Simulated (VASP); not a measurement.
Wanted: the native input for a VASP 6.6.1 run.

```yaml
Task: single point
Functional: LDA
Potentials_or_basis: VASP PAW LDA potentials, release 64 (Mg, Si)
Cutoff: 520 eV
k_mesh: 16 × 16 × 12
Occupations: gaussian, width 0.15 eV
Spin: no spin polarisation
Dipole_correction: no
Further_INCAR_settings: ALGO = Normal; EDIFF = 1e-07; NBANDS = 10
```

The structure of MgSi lies in POSCAR:

```
MgSi
1.0
    2.9083940000      0.0000000000      0.0000000000
    0.0000000000      2.9083940000      0.0000000000
    0.0000000000      0.0000000000      4.1034270000
Mg Si
1 1
Direct
    0.0000000000      0.0000000000     -0.0456935142
    0.5000000000      0.5000000000      0.5000000000
```

This cell differs from its parent crystal: all Mg atoms moved +0.188 Å, as atom 1 towards its neighbour atom 1 (Mg) at 4.103 Å.

These files were run (other wordings do the same):

INCAR

```
SYSTEM = MgSi
PREC     = Accurate       ! precision mode
ENCUT    = 520            ! plane-wave cutoff, eV
EDIFF    = 1E-7           ! SCF threshold, eV
ISMEAR   = 0              ! smearing method
SIGMA    = 0.15           ! smearing width, eV
LREAL    = .False.        ! projectors in reciprocal space
LASPH    = .True.         ! aspherical terms in the spheres
NELM     = 80             ! most SCF steps
ALGO     = Normal         ! electronic algorithm
ISIF     = 2              ! what is computed and relaxed
LWAVE    = .False.        ! write WAVECAR
LCHARG   = .True.         ! write CHGCAR
GGA      = CA             ! functional
LELF     = .True.         ! ELF
LVHAR    = .True.       
NBANDS   = 10             ! bands
```

KPOINTS

```
regular mesh
0
Gamma
  16 16 12
  0 0 0
```

Potentials or basis: VASP PAW LDA potentials, release 64 (Mg, Si).

Launch:

```bash
$ cat potpaw_LDA.64/Mg/POTCAR potpaw_LDA.64/Si/POTCAR > POTCAR
$ mpirun -np 1 vasp_std > vasp.out
```

It gave:

- Pressure: -2.5 GPa
- Largest force: 0.652 eV/Å
- Band gap on the k mesh: zero (bands 3 and 4 overlap by 6.27 eV)

Caveat: the cell differs from its parent crystal (all Mg atoms moved +0.188 Å, as atom 1 towards its neighbour atom 1 (Mg) at 4.103 Å).

Wall time 31 s on 1 thread of Intel(R) Xeon(R) Platinum 8559C (Emerald Rapids), on a shared host, peak memory 0.22 GiB.
